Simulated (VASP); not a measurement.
A run of VASP 6.6.1 is set up as follows.

POSCAR

```
Sn
1.0
    0.0000000000      3.2456000000      3.2456000000
    3.2456000000      0.0000000000      3.2456000000
    3.2456000000      3.2456000000      0.0000000000
Sn
2
Direct
    0.5000000000      0.5000000000      0.5000000000
    0.7500000000      0.7500000000      0.7500000000
```

Contents of INCAR.step1:

```
SYSTEM = Sn
  ALGO = Normal
  EDIFF = 1E-4
  ENCUT = 520
  GGA = PE
  ISMEAR = 0
  LASPH = .True.
  LCHARG = .False.
  LREAL = .False.
  LWAVE = .True.
  NBANDS = 21
  NELM = 80
  PREC = Accurate
  SIGMA = 0.1
```

INCAR.step2

```
SYSTEM = Sn
  ALGO = Normal
  EDIFF = 1E-6
  ENCUT = 520
  ISIF = 2
  ISMEAR = 0
  ISTART = 1
  LASPH = .True.
  LCHARG = .False.
  LMIXTAU = .True.
  LREAL = .False.
  LWAVE = .False.
  METAGGA = R2SCAN
  NBANDS = 21
  NELM = 80
  PREC = Accurate
  SIGMA = 0.1
```

The input KPOINTS:

```
k-points
0
Gamma
  12 12 12
  0 0 0
```

Potentials or basis: VASP PAW PBE potentials, release 64 (Sn_d).

Run with:

```bash
$ cat potpaw_PBE.64/Sn_d/POTCAR > POTCAR
$ cp INCAR.step1 INCAR
$ mpirun -np 1 vasp_std > vasp.out
$ cp INCAR.step2 INCAR
$ mpirun -np 1 vasp_std > vasp.out
```

(1) What does it give for the band gap on the k mesh?

(2) What does it give for the pressure?

Results:

(1) zero (filled and empty bands touch).

(2) 1.6 GPa.

Caveat: the PAW data sets were made with another functional, which shifts forces and pressure a little; spin-orbit coupling is left out, which moves the levels of the heavy elements.
